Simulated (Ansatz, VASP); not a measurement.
# Na2YScC6N6: VASP beside Ansatz

File INCAR:

```
PREC = Accurate
ENCUT = 520
EDIFF = 1E-6
ISMEAR = 0
SIGMA = 0.1
LREAL = Auto
LASPH = True
NELM = 100
ALGO = Normal
ISIF = 2
LWAVE = False
LCHARG = False
GGA = PE
NBANDS = 59
```

The input KPOINTS:

```
Automatic mesh
0
Gamma
  4 4 4
```

Contents of POSCAR:

```
Na2YScC6N6
1.0
    0.0000000000      5.3960000000      5.3960000000
    5.3960000000      0.0000000000      5.3960000000
    5.3960000000      5.3960000000      0.0000000000
Na Y Sc C N
2 1 1 6 6
Direct
    0.2500000000      0.2500000000      0.2500000000
    0.7500000000      0.7500000000      0.7500000000
    0.0000000000      0.0000000000      0.0000000000
    0.5000000000      0.5000000000      0.5000000000
    0.8048554500      0.1951445500      0.1951445500
    0.1951445500      0.8048554500      0.1951445500
    0.1951445500      0.1951445500      0.8048554500
    0.1951445500      0.8048554500      0.8048554500
    0.8048554500      0.1951445500      0.8048554500
    0.8048554500      0.8048554500      0.1951445500
    0.6964418100      0.3035581900      0.3035581900
    0.3035581900      0.6964418100      0.3035581900
    0.3035581900      0.3035581900      0.6964418100
    0.3035581900      0.6964418100      0.6964418100
    0.6964418100      0.3035581900      0.6964418100
    0.6964418100      0.6964418100      0.3035581900
```

Input for Ansatz:

```yaml
crystal:
  lattice:
    - [0.0, 5.396, 5.396]
    - [5.396, 0.0, 5.396]
    - [5.396, 5.396, 0.0]
  atoms:
    - { symbol: Na, position: [0.25, 0.25, 0.25] }
    - { symbol: Na, position: [0.75, 0.75, 0.75] }
    - { symbol: "Y", position: [0.0, 0.0, 0.0] }
    - { symbol: Sc, position: [0.5, 0.5, 0.5] }
    - { symbol: C, position: [0.80485545, 0.19514455, 0.19514455] }
    - { symbol: C, position: [0.19514455, 0.80485545, 0.19514455] }
    - { symbol: C, position: [0.19514455, 0.19514455, 0.80485545] }
    - { symbol: C, position: [0.19514455, 0.80485545, 0.80485545] }
    - { symbol: C, position: [0.80485545, 0.19514455, 0.80485545] }
    - { symbol: C, position: [0.80485545, 0.80485545, 0.19514455] }
    - { symbol: "N", position: [0.69644181, 0.30355819, 0.30355819] }
    - { symbol: "N", position: [0.30355819, 0.69644181, 0.30355819] }
    - { symbol: "N", position: [0.30355819, 0.30355819, 0.69644181] }
    - { symbol: "N", position: [0.30355819, 0.69644181, 0.69644181] }
    - { symbol: "N", position: [0.69644181, 0.30355819, 0.69644181] }
    - { symbol: "N", position: [0.69644181, 0.69644181, 0.30355819] }
basis:
  ecutwfc: 420
kpoints:
  mp_grid: { grid: [4, 4, 4] }
hamiltonian:
  xc: pbe
scf:
  occupations: { method: gaussian, width: 0.1 }
  lower_state_search: "off"
output:
  forces: true
  stress: true
  eigenvalues: true
```

Alike in both runs: task single point; functional PBE; k mesh 4 × 4 × 4; occupations gaussian, width 0.1 eV; no spin polarisation.

```csv
,VASP,Ansatz
version,VASP 6.6.1,Ansatz 0.2.0
potentials or method,"VASP PAW PBE potentials, release 64 (Na_pv, Y_sv, Sc_sv, C, N), cutoff 520 eV","scalar-relativistic, plane waves, PAW"
valence electrons in the cell,90,94
```

```csv
,VASP,Ansatz,Ansatz less VASP
gap on the k mesh at the Fermi level (eV),none,none,-
pressure (GPa),15.6,15.2,-0.34
rms of the force components (eV/Å),1.189,1.284,+0.0956
```

Atom by atom the forces differ by 0.201 eV/Å (rms over components). A gap of «none» marks a metal or a gap that the smearing closes. The functional is the same, so the differences come from potentials, cutoffs and numerics. VASP's potentials hold 90 valence electrons a cell and Ansatz's 94, so a difference there can come from the potentials and not from the codes.

Noted on VASP's run: the standard files for N, O and F lose accuracy on very short bonds.
